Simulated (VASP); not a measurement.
# CsPbCl3 (Amm2) in VASP: single point with PBE

Aim: the single point of CsPbCl3 with PBE.

Everything below comes from runs of VASP 6.6.1. Logs are shortened: lines on timing, memory, paths and dates and some standing lists are left out, and cuts for length are marked.

## 1. The cell of the first run

Symmetry: Amm2, No. 38, orthorhombic system. The conventional cell has a = 5.808 Å, b = 11.262 Å, c = 11.262 Å, α = 90.00°, β = 90.00°, γ = 90.00°. Within 5.0 Å of Cs (site symmetry mm2) lie 12 Cl at 3.62 to 4.53 Å and 8 Pb at 4.93 Å. Within 5.0 Å of Cs (site symmetry mm2) lie 12 Cl at 3.62 to 4.54 Å and 8 Pb at 4.92 to 4.93 Å. Pb (site symmetry m) has 6 Cl at 2.89 to 2.90 Å within 3.8 Å. Cl (site symmetry m) has 2 Pb at 2.89 Å and 2 Cs at 3.62 Å within 3.8 Å. Within 3.8 Å of Cl (site symmetry m) lie 2 Pb at 2.90 Å. Cl (site symmetry mm2) has 2 Pb at 2.89 Å and 2 Cs at 3.62 Å within 3.8 Å. Within 3.8 Å of Cl (site symmetry mm2) lie 2 Pb at 2.89 Å and 2 Cs at 3.62 Å.

## 2. Single point, PBE

INCAR

```
PREC = Accurate ; ENCUT = 520
EDIFF = 1E-6 ; ISMEAR = -1
SIGMA = 0.02 ; LREAL = False
LASPH = True ; NELM = 100
ALGO = Normal ; ISIF = 2
LWAVE = False ; LCHARG = True
GGA = PE ; LELF = True
LVHAR = True ; NBANDS = 55
```

KPOINTS

```
Automatic mesh
0
Gamma
  4 4 4
```

POSCAR

```
CsPbCl3
1.0
    5.8077213070      0.0000000000      0.0000000000
    0.0000000000      5.6310401527      5.6310408804
    0.0000000000     -5.6310401527      5.6310408804
Cs Pb Cl
2 2 6
Direct
    0.5000000000      0.9930959828      0.9930959828
    0.5000000000      0.4920476284      0.4920476284
    0.0000000000      0.4929496117      0.9927583420
    0.0000000000      0.9927583420      0.4929496117
    0.0000000000      0.6840204682      0.3014912042
    0.5000000000      0.9929321655      0.4925220217
    0.5000000000      0.4925220217      0.9929321655
    0.0000000000      0.8018093520      0.8018093520
    0.0000000000      0.1843702335      0.1843702335
    0.0000000000      0.3014912042      0.6840204682
```

Potentials or basis: VASP PAW PBE potentials, release 64 (Cs_sv, Pb_d, Cl).

Command:

```
$ cat potpaw_PBE.64/Cs_sv/POTCAR potpaw_PBE.64/Pb_d/POTCAR potpaw_PBE.64/Cl/POTCAR > POTCAR
$ mpirun -np 1 vasp_std > vasp.out
```

OUTCAR:

```text
PREC = Accurate
   ENCUT = 520
   EDIFF = 1E-6
   ISMEAR = -1
   LREAL = False
   LASPH = True
   NELM = 100
   ISIF = 2
   GGA = PE

 ion  position               nearest neighbor table
   1  0.500  0.993  0.993-
   2  0.500  0.492  0.492-
   3  0.000  0.493  0.993-   5 2.89   8 2.89   9 2.89  10 2.89   7 2.90   7 2.90
   4  0.000  0.993  0.493-  10 2.89   8 2.89   9 2.89   5 2.89   6 2.90   6 2.90
   5  0.000  0.684  0.301-   3 2.89   4 2.89
   6  0.500  0.993  0.493-   4 2.90   4 2.90
   7  0.500  0.493  0.993-   3 2.90   3 2.90
   8  0.000  0.802  0.802-   3 2.89   4 2.89
   9  0.000  0.184  0.184-   3 2.89   4 2.89
  10  0.000  0.301  0.684-   4 2.89   3 2.89

  LATTYP: Found a simple tetragonal cell.
 ALAT       =     7.9634938688
 C/A-ratio  =     0.7292931222

  Lattice vectors:

 A1 = (   0.0000000000,   5.6310401527,   5.6310408804)
 A2 = (   0.0000000000,  -5.6310401527,   5.6310408804)
 A3 = (   5.8077213070,   0.0000000000,   0.0000000000)

Analysis of symmetry for initial positions (statically):
=====================================================================
 Subroutine PRICEL returns:
 Original cell was already a primitive cell.

 Routine SETGRP: Setting up the symmetry group for a
 simple tetragonal supercell.

 Subroutine GETGRP returns: Found  4 space group operations
 (whereof  4 operations were pure point group operations)
 out of a pool of 16 trial point group operations.

The static configuration has the point symmetry C_2v.

Analysis of symmetry for dynamics (positions and initial velocities):
=====================================================================
 Subroutine PRICEL returns:
 Original cell was already a primitive cell.

 Routine SETGRP: Setting up the symmetry group for a
 simple tetragonal supercell.

 Subroutine GETGRP returns: Found  4 space group operations
 (whereof  4 operations were pure point group operations)
 out of a pool of 16 trial point group operations.

The dynamic configuration has the point symmetry C_2v.

 Subroutine INISYM returns: Found  4 space group operations
 (whereof  4 operations are pure point group operations),
 and found     1 'primitive' translations

----------------------------------------------------------------------------------------

                                     Primitive cell

  volume of cell :     368.3096

  direct lattice vectors                    reciprocal lattice vectors
     5.807721307  0.000000000  0.000000000     0.172184571  0.000000000  0.000000000
     0.000000000  5.631040153  5.631040880     0.000000000  0.088793542  0.088793530
     0.000000000 -5.631040153  5.631040880     0.000000000 -0.088793542  0.088793530

  length of vectors
     5.807721307  7.963493869  7.963493869     0.172184571  0.125573023  0.125573023

  position of ions in fractional coordinates (direct lattice)
     0.500000000  0.993095983  0.993095983
     0.500000000  0.492047628  0.492047628
     0.000000000  0.492949612  0.992758342
     0.000000000  0.992758342  0.492949612
     0.000000000  0.684020468  0.301491204
     0.500000000  0.992932166  0.492522022
     0.500000000  0.492522022  0.992932166
     0.000000000  0.801809352  0.801809352
     0.000000000  0.184370233  0.184370233
     0.000000000  0.301491204  0.684020468

  ion indices of the primitive-cell ions
   primitive index   ion index
                 1           1
                 2           2
                 3           3
                 4           4
                 5           5
                 6           6
                 7           7
                 8           8
                 9           9
                10          10

----------------------------------------------------------------------------------------

 KPOINTS: Automatic mesh

Automatic generation of k-mesh.
 Grid dimensions read from file:
 generate k-points for:    4    4    4

 Generating k-lattice:

  Cartesian coordinates                     Fractional coordinates (reciprocal lattice)
     0.043046143  0.000000000  0.000000000     0.250000000  0.000000000  0.000000000
     0.000000000  0.022198385  0.022198383     0.000000000  0.250000000 -0.000000000
     0.000000000 -0.022198385  0.022198383     0.000000000 -0.000000000  0.250000000

  Length of vectors
     0.043046143  0.031393256  0.031393256

  Shift w.r.t. Gamma in fractional coordinates (k-lattice)
     0.000000000  0.000000000  0.000000000

 Subroutine IBZKPT returns following result:
 ===========================================

 Found     21 irreducible k-points:

 Following reciprocal coordinates:
            Coordinates               Weight
  0.000000  0.000000  0.000000      1.000000
  0.250000  0.000000  0.000000      2.000000
  0.500000  0.000000  0.000000      1.000000
  0.000000  0.250000  0.000000      4.000000
  0.250000  0.250000  0.000000      8.000000
  0.500000  0.250000  0.000000      4.000000
[... 13 lines left out ...]
  0.250000  0.500000  0.500000      2.000000
  0.500000  0.500000  0.500000      1.000000
   k-points           NKPTS =     21   k-points in BZ     NKDIM =     21   number of bands    NBANDS=     55
   number of dos      NEDOS =    301   number of ions     NIONS =     10
   total plane-waves  NPLWV = 172800
   dimension x,y,z NGX =    48 NGY =   60 NGZ =   60
   dimension x,y,z NGXF=    96 NGYF=  120 NGZF=  120
   ions per type =               2   2   6
   NGX,Y,Z   is equivalent  to a cutoff of  13.74, 12.53, 12.53 a.u.
   NGXF,Y,Z  is equivalent  to a cutoff of  27.48, 25.05, 25.05 a.u.
 SYSTEM =  unknown system
   PREC   = accura    normal or accurate (medium, high low for compatibility)
   ISTART =      0    job   : 0-new  1-cont  2-samecut
   ICHARG =      2    charge: 1-file 2-atom 10-const
   ISPIN  =      1    spin polarized calculation?
   LNONCOLLINEAR =      F non collinear calculations
   LSORBIT =      F    spin-orbit coupling
   LASPH  =      T    aspherical Exc in radial PAW
   ENCUT  =  520.0 eV  38.22 Ry    6.18 a.u.  10.80 14.81 14.81*2*pi/ulx,y,z
   NELM   =    100;   NELMIN=  2; NELMDL= -5     # of ELM steps
   EDIFF  = 0.1E-05   stopping-criterion for ELM
   LREAL  =      F    real-space projection
   EDIFFG = 0.1E-04   stopping-criterion for IOM
   NSW    =      0    number of steps for IOM
   IBRION =     -1    ionic relax: 0-MD 1-quasi-New 2-CG
   NFREE  =      0    steps in history (QN), initial steepest desc. (CG)
   ISIF   =      2    stress and relaxation
   ISYM   =      2    0-nonsym 1-usesym 2-fastsym
   POTIM  = 0.5000    time-step for ionic-motion
   TEBEG  =    0.0;   TEEND  =   0.0 temperature during run
   PSTRESS=    0.0 pullay stress
   NELECT =      88.0000    total number of electrons
   NUPDOWN=      -1.0000    fix difference up-down
   EMIN   =  10.00;   EMAX   =-10.00  energy-range for DOS
   EFERMI =   0.00;   METHOD = LEGACY
   ISMEAR =    -1;   SIGMA  =   0.02  broadening in eV -4-tet -1-fermi 0-gaus
   EFERMI_NEDOS =   21; number of points for ismear=-14 and -15
   IALGO  =     38    algorithm
   IMIX   =      4    mixing-type and parameters
     AMIX     =   0.40;   BMIX     =  1.00
     AMIX_MAG =   1.60;   BMIX_MAG =  1.00
  volume/ion in A,a.u.               =      36.83       248.55
  Fermi-wavevector in a.u.,A,eV,Ry     =   1.015854  1.919686 14.040664  1.031960
  Thomas-Fermi vector in A             =   2.149164
   LORBIT       =      0    0 simple, 1 ext, 2 COOP (PROOUT), +10 PAW based schemes
   GGA     = PE    functional components
   LHFCALC =     F    Hartree Fock is set to
   AEXX    =    0.0000 exact exchange contribution
   IVDW    =     0    specifies the selected vdW correction
   LEPSILON=     F    determine dielectric tensor
   LRPA    =     F    only Hartree local field effects (RPA)
 non-spin polarized calculation
  energy-cutoff  :      520.00
  volume of cell :      368.31
 maximum number of plane-waves:      9936
 NGX is ok and might be reduce to    48
   NGX = 21   NGY = 29   NGZ = 29

 number of electron      87.9999995 magnetization

 Free energy of the ion-electron system (eV)
  ---------------------------------------------------
  ext. energy  EPLUGINS =         0.00000000
  ---------------------------------------------------
  free energy    TOTEN  =       -35.22343447 eV

  energy without entropy =      -35.22343447  energy(sigma->0) =      -35.22343447

 E-fermi :   1.2236     XC(G=0):  -7.6353

 val. band max:        0.7879707219   @ k =   0.5000   0.0000   0.0000
 cond. band min:       3.1740469740   @ k =   0.5000   0.0000   0.0000
 fundamental gap:      2.3860762521
 Fermi energy:         1.2235924880

 k-point     1 :       0.0000    0.0000    0.0000
  band No.  band energies     occupation
      1     -19.7006      2.00000
      2     -19.6971      2.00000
      3     -15.5431      2.00000
      4     -15.5401      2.00000
      5     -15.5131      2.00000
      6     -15.4413      2.00000
[... 47 lines left out ...]
     54       6.6975      0.00000
     55       6.7311      0.00000

 k-point     2 :       0.2500    0.0000    0.0000
  band No.  band energies     occupation
      1     -19.6995      2.00000
      2     -19.6961      2.00000
      3     -15.5403      2.00000
      4     -15.5147      2.00000
      5     -15.4814      2.00000
      6     -15.4413      2.00000
[... 47 lines left out ...]
     54       7.1682      0.00000
     55       7.1730      0.00000

 k-point     3 :       0.5000    0.0000    0.0000
  band No.  band energies     occupation
      1     -19.6983      2.00000
      2     -19.6951      2.00000
      3     -15.5404      2.00000
      4     -15.4856      2.00000
      5     -15.4486      2.00000
      6     -15.4413      2.00000
[... 978 lines left out ...]
 k-point    20 :       0.2500    0.5000    0.5000
  band No.  band energies     occupation
      1     -19.6978      2.00000
      2     -19.6975      2.00000
      3     -15.5235      2.00000
      4     -15.5235      2.00000
      5     -15.4667      2.00000
      6     -15.4667      2.00000
[... 47 lines left out ...]
     54       6.9027      0.00000
     55       7.4659      0.00000

 k-point    21 :       0.5000    0.5000    0.5000
  band No.  band energies     occupation
      1     -19.6967      2.00000
      2     -19.6964      2.00000
      3     -15.5123      2.00000
      4     -15.5122      2.00000
      5     -15.4467      2.00000
      6     -15.4467      2.00000
[... 47 lines left out ...]
     54       6.8048      0.00000
     55       7.8171      0.00000

------------------------ aborting loop because EDIFF is reached ----------------------------------------

  FORCE on cell =-STRESS in cart. coord.  units (eV):
  Direction    XX          YY          ZZ          XY          YZ          ZX
  --------------------------------------------------------------------------------------
  -------------------------------------------------------------------------------------
  Total       -0.0814214     -0.1038857     -0.1054859      0.0000000      0.0000000      0.0000000
  in kB       -0.3541898     -0.4519116     -0.4588724      0.0000000      0.0000000      0.0000000
  external PRESSURE =      -0.4216579 kB  Pullay stress =       0.0000000 kB

 VOLUME and BASIS-vectors are now :
 -----------------------------------------------------------------------------
  energy-cutoff  :      520.00
  volume of cell :      368.31
      direct lattice vectors                 reciprocal lattice vectors
     5.807721307  0.000000000  0.000000000     0.172184571  0.000000000  0.000000000
     0.000000000  5.631040153  5.631040880     0.000000000  0.088793542  0.088793530
     0.000000000 -5.631040153  5.631040880     0.000000000 -0.088793542  0.088793530

 POSITION                                       TOTAL-FORCE (eV/Angst)
 -----------------------------------------------------------------------------------
      2.90386      0.00000     11.18433         0.000000      0.000000     -0.000376
      2.90386      0.00000      5.54148         0.000000      0.000000      0.000073
      0.00000     -2.81444      8.36608         0.000000     -0.000764     -0.001546
      0.00000      2.81444      8.36608         0.000000      0.000764     -0.001546
      0.00000      2.15404      5.54946         0.000000      0.003235      0.000996
      2.90386      2.81783      8.36465         0.000000     -0.000158      0.000395
      2.90386     -2.81783      8.36465         0.000000      0.000158      0.000395
      0.00000      0.00000      9.03004         0.000000      0.000000     -0.002693
      0.00000      0.00000      2.07639         0.000000      0.000000      0.003305
      0.00000     -2.15404      5.54946         0.000000     -0.003235      0.000996
 -----------------------------------------------------------------------------------
    total drift:                               -0.000000     -0.000001      0.000982

  FREE ENERGIE OF THE ION-ELECTRON SYSTEM (eV)
  ---------------------------------------------------
  free  energy   TOTEN  =       -35.2234344673 eV

  energy  without entropy=      -35.2234344673  energy(sigma->0) =      -35.22343447
```

Wall time 6.8 min (1 thread of AMD EPYC 7R13, shared host); peak memory 0.62 GiB.

What came out:

```
Free energy            : -35.2234 eV
Pressure               : 0.0 GPa
Largest force          : 0.003 eV/Å
Band gap on the k mesh : 2.39 eV
```

Forces on the atoms (eV/Å):
```
Cs   0.000  0.000  0.000
Cs   0.000  0.000  0.000
Pb   0.000 -0.001 -0.002
Pb   0.000  0.001 -0.002
Cl   0.000  0.003  0.001
Cl   0.000  0.000  0.000
Cl   0.000  0.000  0.000
Cl   0.000  0.000 -0.003
Cl   0.000  0.000  0.003
Cl   0.000 -0.003  0.001
```

Levels at points of the mesh, in eV from the valence-band top:
| k point | band 40 | band 41 | band 42 | band 43 | band 44 | band 45 | band 46 | band 47 | band 48 | band 49 |
| --- | --- | --- | --- | --- | --- | --- | --- | --- | --- | --- |
| (0.00, 0.00, 0.00) | -1.76 | -1.70 | -1.70 | -1.60 | -0.62 | 3.03 | 3.03 | 4.18 | 5.06 | 5.12 |
| (0.50, 0.00, 0.00) | -1.66 | -1.54 | -1.54 | -1.14 | 0.00 | 2.39 | 2.56 | 2.56 | 3.17 | 5.25 |
| (0.00, 0.50, 0.00) | -1.85 | -1.79 | -1.79 | -1.45 | -1.45 | 4.25 | 4.25 | 4.42 | 4.42 | 5.32 |
| (0.50, 0.50, 0.00) | -1.75 | -1.66 | -1.66 | -0.85 | -0.85 | 2.80 | 2.80 | 3.93 | 3.93 | 4.06 |
| (0.00, 0.50, 0.50) | -1.89 | -1.80 | -1.80 | -1.31 | -1.31 | 3.28 | 3.28 | 5.30 | 5.30 | 5.44 |
| (0.50, 0.50, 0.50) | -1.84 | -1.59 | -1.59 | -0.64 | -0.64 | 2.82 | 2.82 | 2.95 | 2.95 | 5.07 |

Caveat: spin-orbit coupling is left out, which moves the levels of the heavy elements.
